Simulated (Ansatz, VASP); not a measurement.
# Y: VASP beside Ansatz

Contents of INCAR:

```
SYSTEM = Y
ALGO = Normal
EDIFF = 1E-7
ENCUT = 520
GGA = PE
ISIF = 2
ISMEAR = -1
LASPH = .TRUE.
LCHARG = .FALSE.
LREAL = .FALSE.
LWAVE = .FALSE.
NBANDS = 18
NELM = 80
PREC = Accurate
SIGMA = 0.1
```

File KPOINTS:

```
k-points
0
G
  8 8 5
  0 0 0
```

Contents of POSCAR:

```
Y
1.0
    3.6535431712      0.0000000000      0.0000000000
   -1.8267715856      3.1640612001      0.0000000000
    0.0000000000      0.0000000000      5.6988610241
Y
2
Direct
    0.3333333333      0.6666666667      0.2500000000
    0.6666666667      0.3333333333      0.7500000000
```

Input for Ansatz:

```yaml
crystal:
  lattice:
    - [3.6535431712, 0.0, 0.0]
    - [-1.8267715856, 3.1640612001, 0.0]
    - [0.0, 0.0, 5.6988610241]
  atoms:
    - { symbol: "Y", position: [0.3333333333, 0.6666666667, 0.25] }
    - { symbol: "Y", position: [0.6666666667, 0.3333333333, 0.75] }
hamiltonian:
  xc: pbe
  pseudopotentials:
    kind: paw
    azcp:
      "Y": "pseudopotentials/Y.paw.azcp"
basis:
  ecutwfc: 420
  fft_grid_basis: typed
kpoints:
  mp_grid: { grid: [8, 8, 5], shift: [0, 0, 0] }
magnetization:
  spin_polarized: false
scf:
  occupations: { method: fermi_dirac, width: 0.1 }
  lower_state_search: "off"
output:
  stress: true
```

Alike in both runs: task single point; functional PBE; k mesh 8 × 8 × 5; occupations fermi-dirac, width 0.1 eV; no spin polarisation.

|  | VASP | Ansatz |
| --- | --- | --- |
| version | VASP 6.6.1 | Ansatz 0.2.0 |
| potentials or method | VASP PAW PBE potentials, release 64 (Y_sv), cutoff 520 eV | plane waves (420 eV) with PAW, scalar-relativistic |
| valence electrons in the cell | 22 | 22 |

|  | VASP | Ansatz | Ansatz less VASP |
| --- | --- | --- | --- |
| pressure (GPa) | -0.1 | 0.0 | +0.11 |
| traceless stress, the component that is largest in VASP (GPa) | 0.08 | 0.07 | -0.002 |

The functional is the same, so the differences come from potentials, cutoffs and numerics.
